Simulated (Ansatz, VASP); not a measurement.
Zn2CdTe3: VASP beside Ansatz

```
CELL_PARAMETERS angstrom
4.46729 0.00000 0.00000
-2.23365 3.86879 0.00000
0.00000 0.00000 11.00101
ATOMIC_POSITIONS crystal
Zn 0.33333 0.66667 0.66049
Zn 0.66667 0.33333 0.34061
Cd 0.00000 0.00000 0.99640
Te 0.00000 0.00000 0.73756
Te 0.33333 0.66667 0.41710
Te 0.66667 0.33333 0.09784
```

Alike in both runs: functional PBE; k mesh 6 × 6 × 4; occupations gaussian, width 0.02 eV; no spin polarisation.

Ansatz relaxed the structure, and its values are those at the end. VASP's run is a single point on that final structure, the one shown.

|  | VASP | Ansatz |
| --- | --- | --- |
| version | VASP 6.6.1 | Ansatz 0.2.0 |
| potentials or method | VASP PAW PBE potentials, release 64 (Zn, Cd, Te), cutoff 520 eV | scalar-relativistic, plane waves, PAW |
| valence electrons in the cell | 54 | 92 |

```csv
,VASP,Ansatz,Ansatz less VASP
gap on the k mesh at the Fermi level (eV),0.71,0.71,+0.003
least direct gap on the mesh (eV),0.71,0.71,+0.003
pressure (GPa),0.1,0.0,-0.09
rms of the force components (eV/Å),0.003,0.001,-0.0023
```

With one functional, cell and mesh, what is left measures potentials, basis and numerics. VASP's potentials hold 54 valence electrons a cell and Ansatz's 92, so a difference there can come from the potentials and not from the codes.

Neither program's run includes spin-orbit coupling.
